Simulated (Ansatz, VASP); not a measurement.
K3TaO3: VASP beside Ansatz

```
CELL_PARAMETERS angstrom
8.21899 0.00000 0.00000
-4.10949 7.11785 0.00000
0.00000 0.00000 5.89750
ATOMIC_POSITIONS crystal
K 0.64865 0.82432 0.75000
K 0.17568 0.35135 0.75000
K 0.17568 0.82432 0.75000
K 0.82432 0.64865 0.25000
K 0.82432 0.17568 0.25000
K 0.35135 0.17568 0.25000
Ta 0.66667 0.33333 0.75000
Ta 0.33333 0.66667 0.25000
O 0.40426 0.20213 0.75000
O 0.79787 0.20213 0.75000
O 0.79787 0.59574 0.75000
O 0.20213 0.40426 0.25000
O 0.59574 0.79787 0.25000
O 0.20213 0.79787 0.25000
```

Alike in both runs: functional PBE; k mesh 6 × 6 × 6; occupations gaussian, width 0.02 eV; no spin polarisation.

Ansatz relaxed the structure, and its values are those at the end. VASP's run is a single point on that final structure, the one shown.

```csv
,VASP,Ansatz
version,VASP 6.6.1,Ansatz 0.2.0
potentials or method,"VASP PAW PBE potentials, release 64 (K_sv, Ta_pv, O), cutoff 520 eV","scalar-relativistic, plane waves, PAW"
valence electrons in the cell,112,116
```

```tsv
	VASP	Ansatz	Ansatz less VASP
gap on the k mesh at the Fermi level (eV)	1.59	1.57	-0.018
least direct gap on the mesh (eV)	1.60	1.58	-0.017
pressure (GPa)	0.3	0.0	-0.31
rms of the force components (eV/Å)	0.065	0.001	-0.0641
```

VASP's potentials hold 112 valence electrons a cell and Ansatz's 116, so a difference there can come from the potentials and not from the codes.

Spin-orbit coupling is off throughout.
